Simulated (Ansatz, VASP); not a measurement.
One calculation of Ti, two programs

Contents of INCAR:

```
SYSTEM = Ti
PREC = Accurate ; ENCUT = 520
EDIFF = 1E-7 ; ISMEAR = 1
SIGMA = 0.1 ; LREAL = .False.
LASPH = .True. ; NELM = 80
ALGO = Normal ; ISIF = 2
LWAVE = .False. ; LCHARG = .False.
GGA = PS ; NBANDS = 12
```

The input KPOINTS:

```
regular mesh
0
Gamma
  12 12 12
  0 0 0
```

The input POSCAR:

```
Ti
1.0
   -1.6410000000      1.6410000000      1.6410000000
    1.6410000000     -1.6410000000      1.6410000000
    1.6410000000      1.6410000000     -1.6410000000
Ti
1
Direct
    0.0000000000      0.0000000000      0.0000000000
```

Input for Ansatz:

```yaml
crystal:
  lattice:
    - [-1.641, 1.641, 1.641]
    - [1.641, -1.641, 1.641]
    - [1.641, 1.641, -1.641]
  atoms:
    - { symbol: Ti, position: [0.0, 0.0, 0.0] }
kpoints:
  mp_grid:
    grid: [12, 12, 12]
hamiltonian:
  xc: pbesol
scf:
  occupations:
    method: methfessel_paxton
output:
  stress: true
```

Alike in both runs: task single point; functional PBEsol; k mesh 12 × 12 × 12; no spin polarisation.

|  | VASP | Ansatz |
| --- | --- | --- |
| version | VASP 6.6.1 | Ansatz 0.2.0 |
| potentials or method | VASP PAW PBE potentials, release 64 (Ti_sv) | plane waves, PAW |
| plane-wave cutoff (eV) | 520 | 420 |
| occupations | methfessel-paxton of order 1, width 0.1 eV | methfessel-paxton of order 1 |
| valence electrons in the cell | 12 | 12 |

|  | VASP | Ansatz | Ansatz less VASP |
| --- | --- | --- | --- |
| pressure (GPa) | -7.2 | -7.0 | +0.19 |

VASP's potentials were made for PBE, not for PBEsol.
